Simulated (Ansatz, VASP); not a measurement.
MoS2: VASP beside Ansatz

File INCAR:

```
SYSTEM = MoS2
ALGO = Normal ; EDIFF = 1E-6
ENCUT = 520 ; GGA = PE
GGA_COMPAT = .False. ; ISIF = 2
ISMEAR = -1 ; LASPH = .True.
LCHARG = .False. ; LMAXMIX = 4
LORBIT = 11 ; LORBMOM = .True.
LREAL = .False. ; LSORBIT = .True.
LWAVE = .False. ; MAGMOM = 0 0 0 0 0 0 0 0 0 0 0 0 0 0 0 0 0 0
NBANDS = 68 ; NELM = 150
PREC = Accurate ; SIGMA = 0.02
```

File KPOINTS:

```
k-points
0
Gamma
  12 12 2
  0 0 0
```

POSCAR

```
MoS2
1.0
    3.1730194928      0.0000000000      0.0000000000
   -1.5865097464      2.7479154875      0.0000000000
    0.0000000000      0.0000000000     12.4359059508
Mo S
2 4
Direct
    0.3333333333      0.6666666667      0.2500000000
    0.6666666667      0.3333333333      0.7500000000
    0.3333333333      0.6666666667      0.6249005412
    0.6666666667      0.3333333333      0.1249005412
    0.3333333333      0.6666666667      0.8750994588
    0.6666666667      0.3333333333      0.3750994588
```

Input for Ansatz:

```yaml
crystal:
  lattice:
    - [3.1730194928, 0.0, 0.0]
    - [-1.5865097464, 2.7479154875, 0.0]
    - [0.0, 0.0, 12.4359059508]
  atoms:
    - { symbol: Mo, position: [0.3333333333, 0.6666666667, 0.25] }
    - { symbol: Mo, position: [0.6666666667, 0.3333333333, 0.75] }
    - { symbol: S, position: [0.3333333333, 0.6666666667, 0.6249005412] }
    - { symbol: S, position: [0.6666666667, 0.3333333333, 0.1249005412] }
    - { symbol: S, position: [0.3333333333, 0.6666666667, 0.8750994588] }
    - { symbol: S, position: [0.6666666667, 0.3333333333, 0.3750994588] }
kpoints:
  mp_grid: { grid: [12, 12, 2] }
  band_path:
    path:
      - [0.0, 0.0, 0.0]
      - [0.5, 0.0, 0.0]
      - [0.3333333333, 0.3333333333, 0.0]
      - [0.0, 0.0, 0.5]
      - [0.5, 0.0, 0.5]
      - [0.3333333333, 0.3333333333, 0.5]
      - [0.177083, 0.177083, 0.0]
    npoints: 1
hamiltonian:
  xc: pbe
scf:
  occupations: { method: fermi_dirac, width: 0.02 }
  n_extra_bands: 10
magnetization:
  noncollinear: true
  spin_orbit: true
output:
  forces: true
  stress: true
  eigenvalues: true
```

Alike in both runs: task single point; functional PBE; k mesh 12 × 12 × 2; occupations fermi-dirac, width 0.02 eV; non-collinear spin, spin-orbit coupling.

|  | VASP | Ansatz |
| --- | --- | --- |
| version | VASP 6.6.1 | Ansatz 0.2.0 |
| potentials or method | VASP PAW PBE potentials, release 64 (Mo_sv, S) | plane waves, PAW |
| plane-wave cutoff (eV) | 520 | 420 |
| valence electrons in the cell | 52 | 52 |

Ansatz gave:

| Quantity | Value |
| --- | --- |
| pressure (GPa) | 2.4 |
| traceless stress, the component that is largest in VASP (GPa) | 0.93 |
| rms of the force components (eV/Å) | 0.053 |
| net moment per atom (μB) | 0.00 |

**Question.** What did VASP give for the same quantities?

**Answer.** Pressure (GPa): 2.3; traceless stress, the component that is largest in VASP (GPa): 0.89; rms of the force components (eV/Å): 0.047; net moment per atom (μB): 0.00.

Atom by atom the forces differ by 0.005 eV/Å (rms over components). The functional is the same, so the differences come from potentials, cutoffs and numerics.
